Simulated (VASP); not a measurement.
# InPd (P4/mmm) in VASP: further runs, part 2 of 2

VASP 6.6.1. The steps go on from the part before.

### 3 Single point, PBEsol (the cell strained)

The input, INCAR:

```
ALGO = Fast
EDIFF = 1E-6
ENCUT = 520
GGA = PS
ISIF = 2
ISMEAR = 0
LASPH = True
LCHARG = False
LREAL = False
LWAVE = False
NBANDS = 18
NELM = 100
PREC = Accurate
SIGMA = 0.15
```

The input, KPOINTS:

```
k-points
0
Gamma
  14 14 14
```

The input, POSCAR:

```
InPd
1.0
    3.2844518451      0.0000000000      0.0000000000
    0.0000000000      3.2844518451      0.0000000000
    0.0000000000      0.0000000000      3.1709821748
In Pd
1 1
Direct
    0.0000000000      0.0000000000      0.0000000000
    0.5000000000      0.5000000000      0.5000000000
```

Potentials or basis: VASP PAW PBE potentials, release 64 (In_d, Pd).

Launch:

```bash
cat potpaw_PBE.64/In_d/POTCAR potpaw_PBE.64/Pd/POTCAR > POTCAR
mpirun -np 1 vasp_std > vasp.out
```

OUTCAR:

```text
EDIFF = 1E-6
   ENCUT = 520
   GGA = PS
   ISIF = 2
   ISMEAR = 0
   LASPH = True
   LREAL = False
   NELM = 100
   PREC = Accurate

 ion  position               nearest neighbor table
   1  0.000  0.000  0.000-   2 2.81   2 2.81   2 2.81   2 2.81   2 2.81   2 2.81   2 2.81   2 2.81

   2  0.500  0.500  0.500-   1 2.81   1 2.81   1 2.81   1 2.81   1 2.81   1 2.81   1 2.81   1 2.81

  LATTYP: Found a simple tetragonal cell.
 ALAT       =     3.2844518451
 C/A-ratio  =     0.9654524786

[... 695 lines left out ...]

  FORCE on cell =-STRESS in cart. coord.  units (eV):
  Direction    XX          YY          ZZ          XY          YZ          ZX
  --------------------------------------------------------------------------------------
  -------------------------------------------------------------------------------------
  Total        0.0205506      0.0205506      0.3016993      0.0000000     -0.0000000      0.0000000
  in kB        0.9625309      0.9625309     14.1307508      0.0000000     -0.0000000      0.0000000
  external PRESSURE =       5.3519376 kB  Pullay stress =       0.0000000 kB

 VOLUME and BASIS-vectors are now :
 -----------------------------------------------------------------------------
  energy-cutoff  :      520.00
  volume of cell :       34.21
      direct lattice vectors                 reciprocal lattice vectors
     3.284451845  0.000000000  0.000000000     0.304464808  0.000000000  0.000000000
     0.000000000  3.284451845  0.000000000     0.000000000  0.304464808  0.000000000
     0.000000000  0.000000000  3.170982175     0.000000000  0.000000000  0.315359704

 POSITION                                       TOTAL-FORCE (eV/Angst)
 -----------------------------------------------------------------------------------
      0.00000      0.00000      0.00000         0.000000      0.000000      0.000000
      1.64223      1.64223      1.58549         0.000000      0.000000      0.000000
 -----------------------------------------------------------------------------------
    total drift:                                0.000000      0.000000     -0.000000

  FREE ENERGIE OF THE ION-ELECTRON SYSTEM (eV)
  ---------------------------------------------------
  free  energy   TOTEN  =       -10.0026578439 eV

  energy  without entropy=       -9.9953051649  energy(sigma->0) =       -9.99898150
```

OSZICAR:

```text
N       E                     dE             d eps       ncg     rms          rms(c)
DAV:   1     0.166869434052E+03    0.16687E+03   -0.11121E+04 10628   0.168E+03
DAV:   2    -0.111817252447E+01   -0.16799E+03   -0.16130E+03 10528   0.368E+02
DAV:   3    -0.101008339273E+02   -0.89827E+01   -0.88820E+01 11880   0.897E+01
DAV:   4    -0.102990817725E+02   -0.19825E+00   -0.19810E+00 12552   0.119E+01
DAV:   5    -0.103078259083E+02   -0.87441E-02   -0.87436E-02 13856   0.241E+00    0.721E+00
RMM:   6    -0.100592708792E+02    0.24856E+00   -0.48440E-01 11690   0.725E+00    0.340E+00
RMM:   7    -0.100139437997E+02    0.45327E-01   -0.65206E-02 12659   0.277E+00    0.163E+00
RMM:   8    -0.100034156937E+02    0.10528E-01   -0.20822E-02 12676   0.127E+00    0.405E-01
RMM:   9    -0.100025501612E+02    0.86553E-03   -0.53578E-03 14538   0.117E+00    0.126E-01
RMM:  10    -0.100027058204E+02   -0.15566E-03   -0.15492E-03 13383   0.378E-01    0.907E-02
RMM:  11    -0.100026319420E+02    0.73878E-04   -0.48817E-04 14688   0.313E-01    0.185E-02
RMM:  12    -0.100026507110E+02   -0.18769E-04   -0.18721E-04 16636   0.125E-01    0.329E-02
RMM:  13    -0.100026537541E+02   -0.30431E-05   -0.27655E-05 14289   0.479E-02    0.647E-02
RMM:  14    -0.100026573731E+02   -0.36190E-05   -0.85272E-06 13350   0.280E-02    0.809E-02
RMM:  15    -0.100026578439E+02   -0.47086E-06   -0.20218E-06  7175   0.131E-02
   1 F= -.10002658E+02 E0= -.99989815E+01  d E =-.735268E-02
```

It took 1.9 min on 1 thread of Intel Xeon Platinum 8259CL at 2.50GHz (Skylake/Cascade Lake), shared host; peak memory 0.29 GiB.

What came out:

| Item | Value |
| --- | --- |
| Free energy | -10.0027 eV |
| Pressure | 0.5 GPa |
| Band gap on the k mesh | zero (an odd number of electrons rules out a gap without spin polarisation) |

Levels at points of the mesh, in eV from the Fermi level:
```tsv
k point	band 8	band 9	band 10	band 11	band 12	band 13	band 14	band 15	band 16	band 17
(0.00, 0.00, 0.00)	-3.96	-2.44	-2.34	-2.34	3.83	3.83	4.83	9.42	10.47	11.14
(0.50, 0.00, 0.00)	-4.01	-3.49	-3.26	-2.42	-1.30	9.31	9.80	10.12	10.38	11.29
(0.50, 0.50, 0.00)	-2.71	-2.71	-2.62	-2.62	-1.85	1.37	2.22	10.04	11.69	11.69
(0.00, 0.00, 0.50)	-3.93	-3.49	-3.49	-2.52	-0.93	9.63	9.63	9.81	10.61	10.61
(0.50, 0.00, 0.50)	-2.86	-2.81	-2.54	-2.35	-1.73	1.58	2.60	9.30	11.06	11.19
(0.50, 0.50, 0.50)	-5.08	-1.80	-1.66	-0.07	3.73	3.75	3.75	4.14	4.57	4.57
```

Caveat: the cell differs from its parent crystal (the cell strained); the PAW data sets were made with another functional, which shifts forces and pressure a little; spin-orbit coupling is left out, which moves the levels of the heavy elements.

### 4 Single point, PBEsol (the cell strained)

The input, INCAR:

```
ALGO = Fast ; EDIFF = 1E-7
ENCUT = 520 ; GGA = PS
ISIF = 2 ; ISMEAR = 0
LASPH = True ; LCHARG = False
LREAL = False ; LWAVE = False
NBANDS = 18 ; NELM = 100
PREC = Accurate ; SIGMA = 0.15
```

KPOINTS is that of step 3.

The input, POSCAR:

```
InPd
1.0
    3.1708198434      0.0000000000      0.0000000000
    0.0000000000      3.1708198434      0.0000000000
    0.0000000000      0.0000000000      3.3982461783
In Pd
1 1
Direct
    0.0000000000      0.0000000000      0.0000000000
    0.5000000000      0.5000000000      0.5000000000
```

Launch:

```bash
cat potpaw_PBE.64/In_d/POTCAR potpaw_PBE.64/Pd/POTCAR > POTCAR
mpirun -np 1 vasp_std > vasp.out
```

Wall time 2.6 min (1 thread of Intel Xeon Platinum 8259CL at 2.50GHz (Skylake/Cascade Lake), shared host); peak memory 0.29 GiB.

Results (log left out):

```
Free energy            : -9.9961 eV
Pressure               : 0.5 GPa
Band gap on the k mesh : zero (an odd number of electrons rules out a gap without spin polarisation)
```

Stress tensor (GPa, compression positive):
```
 1.14  0.00  0.00
 0.00  1.14  0.00
 0.00  0.00 -0.84
```

Levels at points of the mesh, in eV from the Fermi level:
| k point | band 8 | band 9 | band 10 | band 11 | band 12 | band 13 | band 14 | band 15 | band 16 | band 17 |
| --- | --- | --- | --- | --- | --- | --- | --- | --- | --- | --- |
| (0.00, 0.00, 0.00) | -3.96 | -2.42 | -2.42 | -2.24 | 2.91 | 4.82 | 4.82 | 8.85 | 11.08 | 11.16 |
| (0.50, 0.00, 0.00) | -3.95 | -3.70 | -3.26 | -2.50 | -0.93 | 8.93 | 9.27 | 9.69 | 10.42 | 11.23 |
| (0.50, 0.50, 0.00) | -2.94 | -2.94 | -2.28 | -2.28 | -1.60 | 1.78 | 2.95 | 8.66 | 10.62 | 10.62 |
| (0.00, 0.00, 0.50) | -4.07 | -3.27 | -3.27 | -2.31 | -1.66 | 9.80 | 9.80 | 10.20 | 11.18 | 11.18 |
| (0.50, 0.00, 0.50) | -2.80 | -2.75 | -2.68 | -2.43 | -1.86 | 1.37 | 2.29 | 10.07 | 11.57 | 11.83 |
| (0.50, 0.50, 0.50) | -5.07 | -1.87 | -1.58 | -0.03 | 3.76 | 3.76 | 3.77 | 4.14 | 4.14 | 4.99 |

Caveat: the cell differs from its parent crystal (the cell strained); the PAW data sets were made with another functional, which shifts forces and pressure a little; spin-orbit coupling is left out, which moves the levels of the heavy elements.

### 5 The runs side by side

| cell | further INCAR settings | gap on the mesh (eV) | pressure (GPa) |
| --- | --- | --- | --- |
| a = 3.209, b = 3.209, c = 3.322 Å, 2 atoms | ALGO = Fast; EDIFF = 1e-07; NBANDS = 18 | none | 0.2 |
| a = 3.284, b = 3.284, c = 3.171 Å, 2 atoms | ALGO = Fast; EDIFF = 1e-06; NBANDS = 18 | none | 0.5 |
| a = 3.171, b = 3.171, c = 3.398 Å, 2 atoms | ALGO = Fast; EDIFF = 1e-07; NBANDS = 18 | none | 0.5 |

Alike in all rows: task single point; level PBEsol; potentials or basis VASP PAW PBE potentials, release 64 (In_d, Pd); no spin polarisation; k mesh 14 × 14 × 14; cutoff (eV) 520; smearing gaussian 0.15 eV.

Caveats: the PAW data sets were made with another functional, which shifts forces and pressure a little; spin-orbit coupling is left out, which moves the levels of the heavy elements.

Total energies depend on the potentials used, so only differences within one code and one set of settings carry meaning.
